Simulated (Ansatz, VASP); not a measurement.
## Two plane-wave programs on Si

File POSCAR:

```
Si
1.0
   -3.8319083593      0.0000000000      0.0000000000
    0.0000000000      0.0000000000     -6.3418199252
    0.0000000000     -6.6370599682      0.0000000000
Si
8
Direct
    0.5000000000      0.9369091215      0.1855003070
    1.0000000000      0.9369091215      0.6855003070
    0.0000000000      0.4369091215      0.3144996930
    0.5000000000      0.4369091215      0.8144996930
    0.5000000000      0.5630908785      0.1478330264
    1.0000000000      0.5630908785      0.6478330264
    0.0000000000      0.0630908785      0.3521669736
    0.5000000000      0.0630908785      0.8521669736
```

File INCAR.step1:

```
SYSTEM = Si
PREC = Accurate
ENCUT = 520
ISMEAR = 0
SIGMA = 0.05
LREAL = .False.
LASPH = .True.
NELM = 80
NBANDS = 26
GGA = PE
ALGO = Normal
EDIFF = 1E-4
LWAVE = .True.
LCHARG = .False.
```

Contents of INCAR.step2:

```
SYSTEM = Si
PREC = Accurate
ENCUT = 520
EDIFF = 1E-6
ISMEAR = 0
SIGMA = 0.05
LREAL = .False.
LASPH = .True.
NELM = 80
ALGO = Normal
ISIF = 2
LWAVE = .False.
LCHARG = .False.
METAGGA = R2SCAN
LMIXTAU = .True.
NBANDS = 26
ISTART = 1
```

File KPOINTS:

```
regular mesh
0
Gamma
  8 4 4
  0 0 0
```

Input for Ansatz:

```yaml
crystal:
  lattice:
    - [-3.8319083593, 0.0, 0.0]
    - [0.0, 0.0, -6.3418199252]
    - [0.0, -6.6370599682, 0.0]
  atoms:
    - { symbol: Si, position: [0.5, 0.9369091215, 0.185500307] }
    - { symbol: Si, position: [1.0, 0.9369091215, 0.685500307] }
    - { symbol: Si, position: [0.0, 0.4369091215, 0.314499693] }
    - { symbol: Si, position: [0.5, 0.4369091215, 0.814499693] }
    - { symbol: Si, position: [0.5, 0.5630908785, 0.1478330264] }
    - { symbol: Si, position: [1.0, 0.5630908785, 0.6478330264] }
    - { symbol: Si, position: [0.0, 0.0630908785, 0.3521669736] }
    - { symbol: Si, position: [0.5, 0.0630908785, 0.8521669736] }
basis:
  ecutwfc: 500
kpoints:
  mp_grid: { grid: [8, 4, 4] }
hamiltonian:
  xc: r2scan
scf:
  occupations: { method: gaussian, width: 0.05 }
output:
  forces: true
  stress: true
  eigenvalues: true
```

Change from the starting cell: mode 4 (109.0 1/cm) frozen in, largest displacement +0.125 Å.

Alike in both runs: task single point; functional r2SCAN; k mesh 8 × 4 × 4; occupations gaussian, width 0.05 eV; no spin polarisation.

|  | VASP | Ansatz |
| --- | --- | --- |
| version | VASP 6.6.1 | Ansatz 0.2.0 |
| potentials or method | VASP PAW PBE potentials, release 64 (Si), cutoff 520 eV | scalar-relativistic, plane waves, PAW |
| valence electrons in the cell | 32 | 32 |

```tsv
	VASP	Ansatz	Ansatz less VASP
gap on the k mesh at the Fermi level (eV)	0.66	0.65	-0.015
least direct gap on the mesh (eV)	0.66	0.65	-0.015
pressure (GPa)	-0.5	-0.3	+0.23
traceless stress, the component that is largest in VASP (GPa)	-0.51	-0.51	+0.007
rms of the force components (eV/Å)	0.107	0.106	-0.0011
```

VASP's potentials were made for PBE, not for r2SCAN. Atom by atom the forces differ by 0.002 eV/Å (rms over components). With one functional, cell and mesh, what is left measures potentials, basis and numerics.
